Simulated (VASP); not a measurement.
SiO2: single point with PBE

Crystal: SiO2.

```
Si O
1.0
    -2.64035    4.63050    4.52498
     2.64035   -4.63050    4.52498
     2.64035    4.63050   -4.52498
Si O
4 8
Direct
  0.91694 0.84044 0.07650
  0.73605 0.15956 0.57650
  0.08306 0.15956 0.92350
  0.26395 0.84044 0.42350
  0.11350 0.86350 0.25000
  0.88650 0.13650 0.75000
  0.77567 0.50000 0.77567
  0.22433 0.00000 0.72433
  0.22433 0.50000 0.22433
  0.77567 0.00000 0.27567
  0.00000 0.00000 0.00000
  0.50000 0.00000 0.50000
```

This cell differs from its parent crystal: volume scaled by 0.97, then relaxed in part.

```json
{
  "Program": "VASP 6.6.1",
  "Task": "single point",
  "Functional": "PBE",
  "Potentials or basis": "VASP PAW PBE potentials, release 64 (Si, O)",
  "Cutoff": "520 eV",
  "k mesh": "6 × 6 × 6",
  "Occupations": "gaussian, width 0.02 eV",
  "Spin": "no spin polarisation",
  "Dipole correction": "no",
  "Further INCAR settings": "ALGO = Normal; EDIFF = 1e-07; NBANDS = 44"
}
```

* Pressure: 0.7 GPa
* Largest force: 0.045 eV/Å
* Band gap on the k mesh: 5.38 eV, direct

Forces on the atoms (eV/Å):
```
Si   0.000 -0.035  0.028
Si   0.000 -0.035 -0.028
Si   0.000  0.035 -0.028
Si   0.000  0.035  0.028
O    0.000  0.000 -0.014
O    0.000  0.000  0.014
O    0.000  0.011  0.000
O    0.000 -0.011  0.000
O    0.000 -0.011  0.000
O    0.000  0.011  0.000
O    0.000  0.000  0.000
O    0.000  0.000  0.000
```

Stress tensor (GPa, compression positive):
```
0.73 0.00 0.00
0.00 0.60 0.00
0.00 0.00 0.68
```

Levels at points of the mesh, in eV from the valence-band top:
```csv
k point,band 30,band 31,band 32,band 33,band 34,band 35
"(0.00, 0.00, 0.00)",-0.72,-0.47,0.00,5.38,8.42,8.46
"(0.50, 0.00, 0.00)",-0.55,-0.33,-0.21,6.41,6.88,8.43
"(0.00, 0.50, 0.00)",-0.81,-0.78,-0.25,7.50,7.73,8.43
"(0.50, 0.50, 0.00)",-0.92,-0.47,-0.47,7.62,7.62,8.82
"(0.50, 0.50, 0.50)",-0.33,-0.28,-0.01,7.37,7.40,7.69
```

Run time: 16 min on 1 thread of Oxide Virtual Turin-like Processor, on a shared host, peak memory 0.54 GiB.

 A k mesh can miss the band edges.
